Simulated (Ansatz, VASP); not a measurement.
Nb: VASP beside Ansatz

The input POSCAR:

```
Nb
1.0
    0.0000000000      2.1150000000      2.0938500000
    2.1150000000      0.0000000000      2.0938500000
    2.1150000000      2.1150000000      0.0000000000
Nb
1
Direct
    0.0000000000      0.0000000000      0.0000000000
```

File INCAR.step1:

```
  PREC = Accurate
  ENCUT = 520
  ISMEAR = 0
  SIGMA = 0.15
  LREAL = F
  LASPH = T
  NELM = 80
  NBANDS = 12
  GGA = PE
  ALGO = Normal
  EDIFF = 1E-4
  LWAVE = T
  LCHARG = F
```

File INCAR.step2:

```
  PREC = Accurate
  ENCUT = 520
  EDIFF = 1E-6
  ISMEAR = 0
  SIGMA = 0.15
  LREAL = F
  LASPH = T
  NELM = 80
  ALGO = Normal
  ISIF = 2
  LWAVE = F
  LCHARG = F
  METAGGA = R2SCAN
  LMIXTAU = T
  NBANDS = 12
  ISTART = 1
```

The input KPOINTS:

```
Automatic mesh
0
Gamma
  20 20 20
```

Input for Ansatz:

```yaml
crystal:
  lattice:
    - [0.0, 2.115, 2.09385]
    - [2.115, 0.0, 2.09385]
    - [2.115, 2.115, 0.0]
  atoms:
    - { symbol: Nb, position: [0.0, 0.0, 0.0] }
basis:
  ecutwfc: 500
kpoints:
  mp_grid: { grid: [20, 20, 20] }
hamiltonian:
  xc: r2scan
scf:
  occupations: { method: gaussian, width: 0.15 }
output:
  forces: true
  stress: true
  eigenvalues: true
```

Change from the starting cell: strain -0.0100 x Voigt [0, 0, 1, 0, 0, 0], atoms carried along.

Alike in both runs: task single point; functional r2SCAN; k mesh 20 × 20 × 20; occupations gaussian, width 0.15 eV; no spin polarisation.

|  | VASP | Ansatz |
| --- | --- | --- |
| version | VASP 6.6.1 | Ansatz 0.2.0 |
| potentials or method | VASP PAW PBE potentials, release 64 (Nb_sv), cutoff 520 eV | scalar-relativistic, plane waves, PAW |
| valence electrons in the cell | 13 | 13 |

```csv
,VASP,Ansatz,Ansatz less VASP
gap on the k mesh at the Fermi level (eV),none,none,-
pressure (GPa),-0.6,-0.4,+0.14
"traceless stress, the component that is largest in VASP (GPa)",-1.96,-1.97,-0.013
```

VASP's potentials were made for PBE, not for r2SCAN. A gap of «none» marks a metal or a gap that the smearing closes.
